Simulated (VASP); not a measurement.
In:

```
In
1.0
     0.00000    2.39539    2.39539
     2.39539    0.00000    2.39539
     2.39539    2.39539    0.00000
In
1
Direct
  0.00000 0.00000 0.00000
```

This isn't the form of In at room conditions, which is tetragonal.

Base run:

| Property | Result |
| --- | --- |
| Program | VASP 6.6.1 |
| Functional | r2SCAN |
| Potentials or basis | VASP PAW PBE potentials, release 64 (In_d) |
| Cutoff | 550 eV |
| k mesh | 16 × 16 × 16 |
| Occupations | gaussian, width 0.05 eV |
| Spin | no spin polarisation |

Its results: band gap on the k mesh zero (an odd number of electrons rules out a gap without spin polarisation); pressure -1.6 GPa.

Question: The run is repeated on the same cell with these changes: functional from r2SCAN to PBE; cutoff from 550 eV to 500 eV; k mesh from 16 × 16 × 16 to 8 × 8 × 8. What comes out?

Answer: Band gap on the k mesh zero (an odd number of electrons rules out a gap without spin polarisation); pressure 0.0 GPa.

Several settings changed at once.

Caveats: spin-orbit coupling is left out, which moves the levels of the heavy elements; the PAW data sets were made with another functional, which shifts forces and pressure a little (at least some runs).
